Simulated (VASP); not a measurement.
# Mo in VASP: relaxation of the atoms with LDA

Aim: the relaxation of the atoms of Mo with LDA.

All numbers are computed with VASP 6.6.1; they aren't measurements. Logs are shortened: lines on timing, memory, paths and dates and some standing lists are left out, and cuts for length are marked.

**1. The cell of the first run**

The cell holds a slab with vacuum, 10 atoms: a = 4.400 Å, b = 4.400 Å, c = 23.223 Å, α = 90.00°, β = 90.00°, γ = 90.00°.

**2. Relaxation of the atoms, LDA**

INCAR reads:

```
ALGO = Normal
DIPOL = 0.5 0.5 0.500
EDIFF = 1E-6
EDIFFG = -0.03
ENCUT = 520
IBRION = 2
IDIPOL = 3
ISIF = 2
ISMEAR = 0
KPAR = 4
LASPH = T
LCHARG = F
LDIPOL = T
LREAL = F
LWAVE = F
NELM = 100
NSW = 90
PREC = Accurate
SIGMA = 0.1
```

KPOINTS reads:

```
k-points
0
Gamma
  7 7 1
```

POSCAR reads:

```
Mo
1.0
    4.4000774238      0.0000000000      0.0000000000
    0.0000000000      4.4000774238      0.0000000000
    0.0000000000      0.0000000000     23.2226491682
Mo
10
Selective dynamics
Direct
    0.0000000000      0.5000000000      0.3660219787  F F F
    0.5000000000      0.0000000000      0.3660219787  F F F
    0.0000000000      0.0000000000      0.4330109894  F F F
    0.5000000000      0.5000000000      0.4330109894  F F F
    0.0000000000      0.5000000000      0.5000000000  T T T
    0.5000000000      0.0000000000      0.5000000000  T T T
    0.0000000000      0.0000000000      0.5669890106  T T T
    0.5000000000      0.5000000000      0.5669890106  T T T
    0.0000000000      0.5000000000      0.6339780213  T T T
    0.5000000000      0.0000000000      0.6339780213  T T T
```

Potentials or basis: VASP PAW LDA potentials, release 64 (Mo_sv).

Run with:

```console
$ cat potpaw_LDA.64/Mo_sv/POTCAR > POTCAR
$ mpirun -np 4 vasp_std > vasp.out
```

OUTCAR:

```text
EDIFF = 1E-6
   EDIFFG = -0.03
   ENCUT = 520
   IBRION = 2
   ISIF = 2
   ISMEAR = 0
   LASPH = T
   LREAL = F
   NELM = 100
   NSW = 90
   PREC = Accurate

 ion  position               nearest neighbor table
   1  0.000  0.500  0.366-   3 2.69   4 2.69   3 2.69   4 2.69   2 3.11   2 3.11   2 3.11   2 3.11
                             5 3.11
   2  0.500  0.000  0.366-   3 2.69   4 2.69   4 2.69   3 2.69   1 3.11   1 3.11   1 3.11   1 3.11
                             6 3.11
   3  0.000  0.000  0.433-   5 2.69   6 2.69   5 2.69   6 2.69   1 2.69   1 2.69   2 2.69   2 2.69
                             7 3.11   4 3.11   4 3.11   4 3.11   4 3.11
   4  0.500  0.500  0.433-   5 2.69   6 2.69   6 2.69   5 2.69   2 2.69   1 2.69   1 2.69   2 2.69
                             8 3.11   3 3.11   3 3.11   3 3.11   3 3.11
   5  0.000  0.500  0.500-   3 2.69   4 2.69   7 2.69   8 2.69   3 2.69   7 2.69   4 2.69   8 2.69
                             6 3.11   6 3.11   6 3.11   6 3.11   9 3.11   1 3.11
   6  0.500  0.000  0.500-   3 2.69   4 2.69   7 2.69   8 2.69   4 2.69   8 2.69   3 2.69   7 2.69
                             5 3.11   5 3.11   5 3.11   5 3.11  10 3.11   2 3.11
   7  0.000  0.000  0.567-   5 2.69   6 2.69   5 2.69   6 2.69   9 2.69   9 2.69  10 2.69  10 2.69
                             3 3.11   8 3.11   8 3.11   8 3.11   8 3.11
   8  0.500  0.500  0.567-   5 2.69   6 2.69   6 2.69   5 2.69   9 2.69  10 2.69  10 2.69   9 2.69
                             4 3.11   7 3.11   7 3.11   7 3.11   7 3.11
   9  0.000  0.500  0.634-   7 2.69   8 2.69   7 2.69   8 2.69  10 3.11  10 3.11  10 3.11  10 3.11
                             5 3.11
  10  0.500  0.000  0.634-   7 2.69   8 2.69   8 2.69   7 2.69   9 3.11   9 3.11   9 3.11   9 3.11
                             6 3.11
[... 7 lines left out ...]
 A1 = (   4.4000774238,   0.0000000000,   0.0000000000)
 A2 = (   0.0000000000,   4.4000774238,   0.0000000000)
 A3 = (   0.0000000000,   0.0000000000,  23.2226491682)

Analysis of symmetry for initial positions (statically):
=====================================================================
 Subroutine PRICEL returns following result:

  LATTYP: Found a simple tetragonal cell.
 ALAT       =     3.1113245841
 C/A-ratio  =     7.4639108008
[... 12 lines left out ...]
 Subroutine GETGRP returns: Found 16 space group operations
 (whereof 16 operations were pure point group operations)
 out of a pool of 16 trial point group operations.

The static configuration has the point symmetry D_4h.

Analysis of symmetry for dynamics (positions and initial velocities):
=====================================================================
 Subroutine PRICEL returns following result:

  LATTYP: Found a simple tetragonal cell.
 ALAT       =     3.1113245841
 C/A-ratio  =     7.4639108008
[... 190 lines left out ...]
  Total      -16.0675598    -16.0675598    -10.1651165      0.0000000      0.0000000      0.0000000
  in kB      -57.2569367    -57.2569367    -36.2235112      0.0000000      0.0000000      0.0000000
  external PRESSURE =     -50.2457948 kB  Pullay stress =       0.0000000 kB
[... 113 lines left out ...]
  FREE ENERGIE OF THE ION-ELECTRON SYSTEM (eV)
  ---------------------------------------------------
  free  energy   TOTEN  =      -112.0028134136 eV

  energy  without entropy=     -111.9296818405  energy(sigma->0) =     -111.96624763

[... ionic steps 4 to 7 ...]

--------------------------------------- Ionic step        8  -------------------------------------------

 number of electron     139.9999978 magnetization

------------------------ aborting loop because EDIFF is reached ----------------------------------------
[... 41 lines left out ...]
 number of electron     139.9999978 magnetization

------------------------ aborting loop because EDIFF is reached ----------------------------------------

 vacuum level on the upper side and lower side of the slab       (xc-potential included)        -0.043         0.002

  FORCE on cell =-STRESS in cart. coord.  units (eV):
  Direction    XX          YY          ZZ          XY          YZ          ZX
  --------------------------------------------------------------------------------------
  -------------------------------------------------------------------------------------
  Total      -11.0704377    -11.0704377     -3.7974340      0.0000000      0.0000000     -0.0000000
  in kB      -39.4496339    -39.4496339    -13.5322003      0.0000000      0.0000000     -0.0000000
  external PRESSURE =     -30.8104894 kB  Pullay stress =       0.0000000 kB
[... 25 lines left out ...]
  FREE ENERGIE OF THE ION-ELECTRON SYSTEM (eV)
  ---------------------------------------------------
  free  energy   TOTEN  =      -112.0338023167 eV

  energy  without entropy=     -111.9570700417  energy(sigma->0) =     -111.99543618

 dipolmoment           0.000000      0.000000      0.000998 electrons x Angstroem

--------------------------------------- Ionic step       10  -------------------------------------------

 number of electron     139.9999978 magnetization

 dipolmoment           0.000000      0.000000     -0.007343 electrons x Angstroem

 Free energy of the ion-electron system (eV)
  ---------------------------------------------------
  ext. energy  EPLUGINS =         0.00000000
  ---------------------------------------------------
  free energy    TOTEN  =      -112.03461406 eV

  energy without entropy =     -111.95815413  energy(sigma->0) =     -111.99638410

 E-fermi :   1.5745     XC(G=0):  -5.6778

 val. band max:        1.5331004627   @ k =   0.4286   0.1429   0.0000
 cond. band min:       1.5779220732   @ k =   0.1429   0.0000   0.0000
 fundamental gap:      0.0448216106
 Fermi energy:         1.5745192268

 k-point     1 :       0.0000    0.0000    0.0000
  band No.  band energies     occupation
      1     -59.3010      2.00000
      2     -59.1226      2.00000
      3     -59.0624      2.00000
      4     -58.9622      2.00000
      5     -58.9325      2.00000
      6     -58.8851      2.00000
[... 839 lines left out ...]
     81       3.3002      0.00000
     82       3.3749      0.00000
 [bands above 82 left out]

------------------------ aborting loop because EDIFF is reached ----------------------------------------

 vacuum level on the upper side and lower side of the slab       (xc-potential included)        -0.127        -0.061

  FORCE on cell =-STRESS in cart. coord.  units (eV):
  Direction    XX          YY          ZZ          XY          YZ          ZX
  --------------------------------------------------------------------------------------
  -------------------------------------------------------------------------------------
  Total      -10.9879463    -10.9879463     -3.7510680      0.0000000      0.0000000      0.0000000
  in kB      -39.1556748    -39.1556748    -13.3669744      0.0000000      0.0000000      0.0000000
  external PRESSURE =     -30.5594413 kB  Pullay stress =       0.0000000 kB
[... 25 lines left out ...]
  FREE ENERGIE OF THE ION-ELECTRON SYSTEM (eV)
  ---------------------------------------------------
  free  energy   TOTEN  =      -112.0346140618 eV

  energy  without entropy=     -111.9581541322  energy(sigma->0) =     -111.99638410

 reached required accuracy - stopping structural energy minimisation

 vacuum level on the upper side and lower side of the slab         5.755         5.822
```

CONTCAR:

```text
Mo
   1.00000000000000
     4.4000774238000000    0.0000000000000000    0.0000000000000000
     0.0000000000000000    4.4000774238000000    0.0000000000000000
     0.0000000000000000    0.0000000000000000   23.2226491682000002
  Mo
    10
Selective dynamics
Direct
     0.0000000000000000    0.5000000000000000    0.3660219786999974   F   F   F
     0.5000000000000000    0.0000000000000000    0.3660219786999974   F   F   F
     0.0000000000000000    0.0000000000000000    0.4330109894000032   F   F   F
     0.5000000000000000    0.5000000000000000    0.4330109894000032   F   F   F
     0.0000000000000000    0.5000000000000000    0.4984383938353671   T   T   T
     0.5000000000000000    0.0000000000000000    0.4984383938353671   T   T   T
     0.0000000000000000    0.0000000000000000    0.5683302792714349   T   T   T
     0.5000000000000000    0.5000000000000000    0.5683302792714349   T   T   T
     0.0000000000000000    0.5000000000000000    0.6266471140950565   T   T   T
     0.5000000000000000    0.0000000000000000    0.6266471140950565   T   T   T

  0.00000000E+00  0.00000000E+00  0.00000000E+00
  0.00000000E+00  0.00000000E+00  0.00000000E+00
  0.00000000E+00  0.00000000E+00  0.00000000E+00
  0.00000000E+00  0.00000000E+00  0.00000000E+00
  0.00000000E+00  0.00000000E+00  0.00000000E+00
  0.00000000E+00  0.00000000E+00  0.00000000E+00
  0.00000000E+00  0.00000000E+00  0.00000000E+00
  0.00000000E+00  0.00000000E+00  0.00000000E+00
  0.00000000E+00  0.00000000E+00  0.00000000E+00
  0.00000000E+00  0.00000000E+00  0.00000000E+00
```

It took 33 min on 4 MPI ranks of Intel Xeon Platinum 8259CL at 2.50GHz (Skylake/Cascade Lake), shared host; peak memory 0.59 GiB.

What came out:

```yaml
Free_energy: -112.0346 eV
Energy_gained_by_relaxing: 37.3 meV/atom
Ionic_steps: 10
Band_gap_on_the_k_mesh: zero (bands 70 and 71 overlap by 0.42 eV)
```

Step by step:
```
step  energy change (eV)  largest force on free atoms (eV/Å)  pressure (GPa)
   1              0.0000                              1.5008           -5.02
   2             -0.3073                              0.7746           -4.28
   3             -0.3417                              0.2415           -3.88
   4             -0.3417                              0.2229           -3.91
   5             -0.3510                              0.1740           -3.77
   6             -0.3690                              0.1006           -3.33
   7             -0.3584                              0.2805           -2.40
   8             -0.3726                              0.0919           -3.03
   9             -0.3727                              0.0898           -3.08
  10             -0.3735                              0.0177           -3.06
```

Final structure:
```
Mo
1.0
     4.40008    0.00000    0.00000
     0.00000    4.40008    0.00000
     0.00000    0.00000   23.22265
Mo
10
Cartesian
  0.0000 2.2000 8.5000
  2.2000 0.0000 8.5000
  0.0000 0.0000 10.0557
  2.2000 2.2000 10.0557
  0.0000 2.2000 11.5751
  2.2000 0.0000 11.5751
  0.0000 0.0000 13.1981
  2.2000 2.2000 13.1981
  0.0000 2.2000 14.5524
  2.2000 0.0000 14.5524
```

The gap in the log of VASP goes by the Fermi energy; the results here count the filled bands.